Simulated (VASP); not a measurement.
# Mo (Im-3m) in VASP: settings compared

The runs below take Mo through electric field gradients, with LDA, PBEsol, PBE.

All numbers are computed with VASP 6.6.1; they aren't measurements. Logs are shortened: lines on timing, memory, paths and dates and some standing lists are left out, and cuts for length are marked.

## 1. The cell of the first run

The structure is cubic, space group Im-3m (No. 229). Conventional cell: a = 3.142 Å, b = 3.142 Å, c = 3.142 Å, α = 90.00°, β = 90.00°, γ = 90.00°. Mo (site symmetry m-3m) has 14 Mo at 2.72 to 3.14 Å within 3.6 Å.

## 2. Electric field gradients, LDA

The input, INCAR:

```
SYSTEM = Mo
PREC = Accurate
ENCUT = 520
EDIFF = 1E-8
ISMEAR = -1
SIGMA = 0.05
LREAL = .False.
LASPH = .True.
NELM = 80
ALGO = Normal
ISIF = 2
LWAVE = .False.
LCHARG = .False.
LEFG = .True.
NBANDS = 13
```

The input, KPOINTS:

```
regular mesh
0
Gamma
  16 16 16
  0 0 0
```

The input, POSCAR:

```
Mo
1.0
   -1.5710000000      1.5710000000      1.5710000000
    1.5710000000     -1.5710000000      1.5710000000
    1.5710000000      1.5710000000     -1.5710000000
Mo
1
Direct
    0.0000000000      0.0000000000      0.0000000000
```

Potentials or basis: VASP PAW LDA potentials, release 64 (Mo_sv).

Launch:

```console
> cat potpaw_LDA.64/Mo_sv/POTCAR > POTCAR
> mpirun -np 1 vasp_std > vasp.out
```

OUTCAR:

```text
SYSTEM = Mo
   PREC = Accurate
   ENCUT = 520
   EDIFF = 1E-8
   ISMEAR = -1
   LREAL = .False.
   LASPH = .True.
   NELM = 80
   ISIF = 2

 ion  position               nearest neighbor table
   1  0.000  0.000  0.000-

  LATTYP: Found a body centered cubic cell.
 ALAT       =     3.1420000000

  Lattice vectors:

 A1 = (  -1.5710000000,   1.5710000000,   1.5710000000)
 A2 = (   1.5710000000,  -1.5710000000,   1.5710000000)
 A3 = (   1.5710000000,   1.5710000000,  -1.5710000000)

Analysis of symmetry for initial positions (statically):
=====================================================================
 Subroutine PRICEL returns:
 Original cell was already a primitive cell.

 Routine SETGRP: Setting up the symmetry group for a
 body centered cubic supercell.

 Subroutine GETGRP returns: Found 48 space group operations
 (whereof 48 operations were pure point group operations)
 out of a pool of 48 trial point group operations.

The static configuration has the point symmetry O_h .

Analysis of symmetry for dynamics (positions and initial velocities):
=====================================================================
 Subroutine PRICEL returns:
 Original cell was already a primitive cell.

 Routine SETGRP: Setting up the symmetry group for a
 body centered cubic supercell.

 Subroutine GETGRP returns: Found 48 space group operations
 (whereof 48 operations were pure point group operations)
 out of a pool of 48 trial point group operations.

The dynamic configuration has the point symmetry O_h .

 Subroutine INISYM returns: Found 48 space group operations
 (whereof 48 operations are pure point group operations),
 and found     1 'primitive' translations

----------------------------------------------------------------------------------------

                                     Primitive cell

  volume of cell :      15.5092

  direct lattice vectors                    reciprocal lattice vectors
    -1.571000000  1.571000000  1.571000000     0.000000000  0.318268619  0.318268619
     1.571000000 -1.571000000  1.571000000     0.318268619  0.000000000  0.318268619
     1.571000000  1.571000000 -1.571000000     0.318268619  0.318268619  0.000000000

  length of vectors
     2.721051819  2.721051819  2.721051819     0.450099797  0.450099797  0.450099797

  position of ions in fractional coordinates (direct lattice)
     0.000000000  0.000000000  0.000000000

  ion indices of the primitive-cell ions
   primitive index   ion index
                 1           1

----------------------------------------------------------------------------------------

 KPOINTS: regular mesh

Automatic generation of k-mesh.
 Grid dimensions read from file:
 generate k-points for:   16   16   16

 Generating k-lattice:

  Cartesian coordinates                     Fractional coordinates (reciprocal lattice)
     0.000000000  0.019891789  0.019891789     0.062500000  0.000000000  0.000000000
     0.019891789  0.000000000  0.019891789     0.000000000  0.062500000  0.000000000
     0.019891789  0.019891789  0.000000000     0.000000000  0.000000000  0.062500000

  Length of vectors
     0.028131237  0.028131237  0.028131237

  Shift w.r.t. Gamma in fractional coordinates (k-lattice)
     0.000000000  0.000000000  0.000000000

 Subroutine IBZKPT returns following result:
 ===========================================

 Found    145 irreducible k-points:

 Following reciprocal coordinates:
            Coordinates               Weight
  0.000000  0.000000  0.000000      1.000000
  0.062500  0.000000  0.000000     12.000000
  0.125000  0.000000  0.000000     12.000000
  0.187500  0.000000  0.000000     12.000000
  0.250000  0.000000  0.000000     12.000000
  0.312500  0.000000  0.000000     12.000000
[... 16 lines left out ...]
  0.187500  0.187500  0.000000     24.000000
  0.250000  0.187500 -0.000000     48.000000
 [... further k-points ...]
   k-points           NKPTS =    145   k-points in BZ     NKDIM =    145   number of bands    NBANDS=     13
   number of dos      NEDOS =    301   number of ions     NIONS =      1
   total plane-waves  NPLWV =   8000
   dimension x,y,z NGX =    20 NGY =   20 NGZ =   20
   dimension x,y,z NGXF=    40 NGYF=   40 NGZF=   40
   ions per type =               1
   NGX,Y,Z   is equivalent  to a cutoff of  12.22, 12.22, 12.22 a.u.
   NGXF,Y,Z  is equivalent  to a cutoff of  24.44, 24.44, 24.44 a.u.
 SYSTEM =  Mo
   PREC   = accura    normal or accurate (medium, high low for compatibility)
   ISTART =      0    job   : 0-new  1-cont  2-samecut
   ICHARG =      2    charge: 1-file 2-atom 10-const
   ISPIN  =      1    spin polarized calculation?
   LNONCOLLINEAR =      F non collinear calculations
   LSORBIT =      F    spin-orbit coupling
   LASPH  =      T    aspherical Exc in radial PAW
   ENCUT  =  520.0 eV  38.22 Ry    6.18 a.u.   5.06  5.06  5.06*2*pi/ulx,y,z
   NELM   =     80;   NELMIN=  2; NELMDL= -5     # of ELM steps
   EDIFF  = 0.1E-07   stopping-criterion for ELM
   LREAL  =      F    real-space projection
   EDIFFG = 0.1E-06   stopping-criterion for IOM
   NSW    =      0    number of steps for IOM
   IBRION =     -1    ionic relax: 0-MD 1-quasi-New 2-CG
   NFREE  =      0    steps in history (QN), initial steepest desc. (CG)
   ISIF   =      2    stress and relaxation
   ISYM   =      2    0-nonsym 1-usesym 2-fastsym
   POTIM  = 0.5000    time-step for ionic-motion
   TEBEG  =    0.0;   TEEND  =   0.0 temperature during run
   PSTRESS=    0.0 pullay stress
   NELECT =      14.0000    total number of electrons
   NUPDOWN=      -1.0000    fix difference up-down
   EMIN   =  10.00;   EMAX   =-10.00  energy-range for DOS
   EFERMI =   0.00;   METHOD = LEGACY
   ISMEAR =    -1;   SIGMA  =   0.05  broadening in eV -4-tet -1-fermi 0-gaus
   EFERMI_NEDOS =   21; number of points for ismear=-14 and -15
   IALGO  =     38    algorithm
   IMIX   =      4    mixing-type and parameters
     AMIX     =   0.40;   BMIX     =  1.00
     AMIX_MAG =   1.60;   BMIX_MAG =  1.00
  volume/ion in A,a.u.               =      15.51       104.66
  Fermi-wavevector in a.u.,A,eV,Ry     =   1.582176  2.989878 34.059184  2.503279
  Thomas-Fermi vector in A             =   2.682139
   LORBIT       =      0    0 simple, 1 ext, 2 COOP (PROOUT), +10 PAW based schemes
   GGA     = CA    functional components
   LHFCALC =     F    Hartree Fock is set to
   AEXX    =    0.0000 exact exchange contribution
   IVDW    =     0    specifies the selected vdW correction
   LEPSILON=     F    determine dielectric tensor
   LRPA    =     F    only Hartree local field effects (RPA)
 non-spin polarized calculation
  energy-cutoff  :      520.00
  volume of cell :       15.51
 maximum number of plane-waves:       430
   NGX = 11   NGY = 11   NGZ = 11

 number of electron      14.0000000 magnetization

 Free energy of the ion-electron system (eV)
  ---------------------------------------------------
  ext. energy  EPLUGINS =         0.00000000
  ---------------------------------------------------
  free energy    TOTEN  =       -12.12921395 eV

  energy without entropy =      -12.12514796  energy(sigma->0) =      -12.12718095

 E-fermi :  12.5985     XC(G=0): -13.6466

 val. band max:       12.5771393862   @ k =  -0.1875   0.1875   0.0625
 cond. band min:      12.6360706756   @ k =   0.3750   0.0000   0.0000
 fundamental gap:      0.0589312894
 Fermi energy:        12.5985346732

 k-point     1 :       0.0000    0.0000    0.0000
  band No.  band energies     occupation
      1     -48.3366      2.00000
      2     -21.7588      2.00000
      3     -21.7588      2.00000
      4     -21.7588      2.00000
      5       5.3393      2.00000
      6      11.2078      2.00000
      7      11.2078      2.00000
      8      11.2078      2.00000
      9      14.2354      0.00000
     10      14.2354      0.00000
     11      27.4306      0.00000
     12      27.4306      0.00000
     13      27.4306      0.00000

 k-point     2 :       0.0625    0.0000    0.0000
  band No.  band energies     occupation
      1     -48.3261      2.00000
      2     -21.8184      2.00000
      3     -21.7772      2.00000
      4     -21.7593      2.00000
      5       5.5146      2.00000
      6      11.1087      2.00000
      7      11.1918      2.00000
      8      11.3727      2.00000
      9      14.0894      0.00000
     10      14.2380      0.00000
     11      27.5631      0.00000
[... 339 lines left out ...]
 k-point    24 :       0.2500    0.1875   -0.0000
  band No.  band energies     occupation
      1     -48.0892      2.00000
      2     -22.9033      2.00000
      3     -22.2330      2.00000
      4     -21.8855      2.00000
      5       8.3830      2.00000
      6       9.6419      2.00000
      7      10.7921      2.00000
      8      13.6744      0.00000
      9      15.0145      0.00000
     10      17.3006      0.00000
     11      25.8825      0.00000
     12      27.4096      0.00000
     13      30.2447      0.00000

 [... further k-points ...]

------------------------ aborting loop because EDIFF is reached ----------------------------------------

  FORCE on cell =-STRESS in cart. coord.  units (eV):
  Direction    XX          YY          ZZ          XY          YZ          ZX
  --------------------------------------------------------------------------------------
  -------------------------------------------------------------------------------------
  Total       -0.6903657     -0.6903657     -0.6903657      0.0000000      0.0000000     -0.0000000
  in kB      -71.3183473    -71.3183473    -71.3183473      0.0000000      0.0000000     -0.0000000
  external PRESSURE =     -71.3183473 kB  Pullay stress =       0.0000000 kB

 VOLUME and BASIS-vectors are now :
 -----------------------------------------------------------------------------
  energy-cutoff  :      520.00
  volume of cell :       15.51
      direct lattice vectors                 reciprocal lattice vectors
    -1.571000000  1.571000000  1.571000000     0.000000000  0.318268619  0.318268619
     1.571000000 -1.571000000  1.571000000     0.318268619  0.000000000  0.318268619
     1.571000000  1.571000000 -1.571000000     0.318268619  0.318268619  0.000000000

 POSITION                                       TOTAL-FORCE (eV/Angst)
 -----------------------------------------------------------------------------------
      0.00000      0.00000      0.00000        -0.000000      0.000000     -0.000000
 -----------------------------------------------------------------------------------
    total drift:                                0.000000     -0.000000     -0.000000

  FREE ENERGIE OF THE ION-ELECTRON SYSTEM (eV)
  ---------------------------------------------------
  free  energy   TOTEN  =       -12.1292139485 eV

  energy  without entropy=      -12.1251479555  energy(sigma->0) =      -12.12718095

 Electric field gradients (V/A^2)
---------------------------------------------------------------------
 ion       V_xx      V_yy      V_zz      V_xy      V_xz      V_yz
---------------------------------------------------------------------
   1      -0.000     0.000    -0.000    -0.001    -0.001    -0.001
---------------------------------------------------------------------

 Electric field gradients after diagonalization (V/A^2)
 (convention: |V_zz| > |V_xx| > |V_yy|)
----------------------------------------------------------------------
 ion       V_xx      V_yy      V_zz     asymmetry (V_yy - V_xx)/ V_zz
----------------------------------------------------------------------
   1       0.001     0.001    -0.001       0.000
----------------------------------------------------------------------

           NMR quadrupolar parameters

 Cq : quadrupolar parameter    Cq=e*Q*V_zz/h
 eta: asymmetry parameters     (V_yy - V_xx)/ V_zz
 Q  : nuclear electric quadrupole moment in mb (millibarn)
----------------------------------------------------------------------
 ion       Cq(MHz)       eta       Q (mb)
----------------------------------------------------------------------
   1      -0.000       0.000       1.000
----------------------------------------------------------------------
```

Wall time 12 s (1 thread of Intel Xeon Platinum 8488C (Sapphire Rapids), shared host); peak memory 0.13 GiB.

What came out:

```yaml
Free_energy: -12.1292 eV
Pressure: -7.1 GPa
Band_gap_on_the_k_mesh: zero (bands 7 and 8 overlap by 5.45 eV)
Largest_electric_field_gradient_by_atom: under 0.05 V/Å² on every atom
```

Caveat: the cell stands under tension.

(Part 1 of 2 ends here.)

The gap in the log of VASP goes by the Fermi energy; the results here count the filled bands.